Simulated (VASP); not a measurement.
Input of a VASP 6.6.1 run:

The input INCAR:

```
PREC = Accurate ; ENCUT = 520
EDIFF = 1E-6 ; ISMEAR = 0
SIGMA = 0.05 ; LREAL = F
LASPH = T ; NELM = 100
ALGO = Normal ; ISIF = 2
LWAVE = F ; LCHARG = F
GGA = PE ; NBANDS = 26
```

File KPOINTS:

```
regular mesh
0
Gamma
  6 6 10
```

POSCAR

```
BN
1.0
    4.3232000000      0.0000000000      0.0000000000
    0.0000000000      4.3232000000      0.0000000000
    0.0000000000      0.0000000000      2.8551000000
B N
4 4
Direct
    0.1742811368      0.8257188632      0.5000000000
    0.3257188632      0.3257188632      0.0000000000
    0.6742811368      0.6742811368      0.0000000000
    0.8257188632      0.1742811368      0.5000000000
    0.8126115048      0.8126115048      0.5000000000
    0.3126115048      0.6873884952      0.0000000000
    0.6873884952      0.3126115048      0.0000000000
    0.1873884952      0.1873884952      0.5000000000
```

Potentials or basis: VASP PAW PBE potentials, release 64 (B, N).

Run with:

```console
$ cat potpaw_PBE.64/B/POTCAR potpaw_PBE.64/N/POTCAR > POTCAR
$ mpirun -np 1 vasp_std > vasp.out
```

(1) Estimate the largest force.

(2) Predict the pressure.

(3) Estimate the band gap on the k mesh.

## Answers

(1) 0.902 eV/Å.

(2) -18.5 GPa.

(3) 3.61 eV, direct.
